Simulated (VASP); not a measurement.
A run of VASP 6.6.1 is set up as follows.

INCAR

```
SYSTEM = LaTaTl3
PREC = Accurate
ENCUT = 520
EDIFF = 1E-7
ISMEAR = 0
SIGMA = 0.1
LREAL = .False.
LASPH = .True.
NELM = 60
ALGO = Fast
ISIF = 2
LWAVE = .False.
LCHARG = .False.
GGA = PE
NBANDS = 38
```

KPOINTS

```
Automatic mesh
0
Gamma
  8 8 8
  0 0 0
```

Contents of POSCAR:

```
LaTaTl3
1.0
    5.4130984544      0.0000000000      0.0000000000
    0.0000000000      5.4130984544      0.0000000000
    0.0000000000      0.0000000000      5.4130984544
La Ta Tl
1 1 3
Direct
    0.5000000000      0.5000000000      0.5000000000
    0.0000000000      0.0000000000      0.0000000000
    0.5000000000      0.0000000000      0.0000000000
    0.0000000000      0.5000000000      0.0000000000
    0.0000000000      0.0000000000      0.5000000000
```

Potentials or basis: VASP PAW PBE potentials, release 64 (La, Ta_pv, Tl_d).

Launch:

```bash
$ cat potpaw_PBE.64/La/POTCAR potpaw_PBE.64/Ta_pv/POTCAR potpaw_PBE.64/Tl_d/POTCAR > POTCAR
$ mpirun -np 1 vasp_std > vasp.out
```

(1) What does it give for the band gap on the k mesh?

(2) What does it give for the pressure?

Results:

(1) zero (an odd number of electrons rules out a gap without spin polarisation).

(2) -0.1 GPa.

Caveat: spin-orbit coupling is left out, which moves the levels of the heavy elements.
